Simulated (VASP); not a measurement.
# Ni: single point with PBEsol

Ni:

```
CELL_PARAMETERS angstrom
3.52387 0.00000 0.00000
0.00000 3.52387 0.00000
0.00000 0.00000 3.52387
ATOMIC_POSITIONS crystal
Ni 0.00000 0.00000 0.00000
Ni 0.50000 0.50000 0.00000
Ni 0.50000 0.00000 0.50000
Ni 0.00000 0.50000 0.50000
```

```json
{
  "Program": "VASP 6.6.1",
  "Task": "single point",
  "Functional": "PBEsol",
  "Potentials or basis": "VASP PAW PBE potentials, release 64 (Ni)",
  "Cutoff": "520 eV",
  "k mesh": "9 × 9 × 9",
  "Occupations": "fermi-dirac, width 0.1 eV",
  "Spin": "collinear spin, antiferromagnetic start",
  "Starting moments": "[0.6, 0.6, -0.6, -0.6] μB",
  "Dipole correction": "no",
  "Further INCAR settings": "ALGO = Normal; EDIFF = 1e-06; NBANDS = 32"
}
```

```yaml
Pressure: -11.0 GPa
Band_gap_on_the_k_mesh: zero (filled and empty bands overlap)
Net_moment: 0.00 μB per cell
Valence_electrons_inside_the_program's_atomic_spheres: Ni 9.30
```

Levels at points of the mesh, in eV from the Fermi level:
Spin up:
```tsv
k point	band 17	band 18	band 19	band 20	band 21	band 22	band 23	band 24
(0.00, 0.00, 0.00)	0.14	0.14	0.14	0.14	0.14	2.54	2.54	2.54
```
Spin down:
| k point | band 17 | band 18 | band 19 | band 20 | band 21 | band 22 | band 23 | band 24 |
| --- | --- | --- | --- | --- | --- | --- | --- | --- |
| (0.00, 0.00, 0.00) | 0.14 | 0.14 | 0.14 | 0.14 | 0.14 | 2.54 | 2.54 | 2.54 |

Run time: 5.7 min on 1 thread of AMD EPYC 7R43 64-Core Processor (Zen 3) (shared host), peak memory 0.23 GiB.

Caveat: the PAW data sets were made with another functional, which shifts forces and pressure a little.
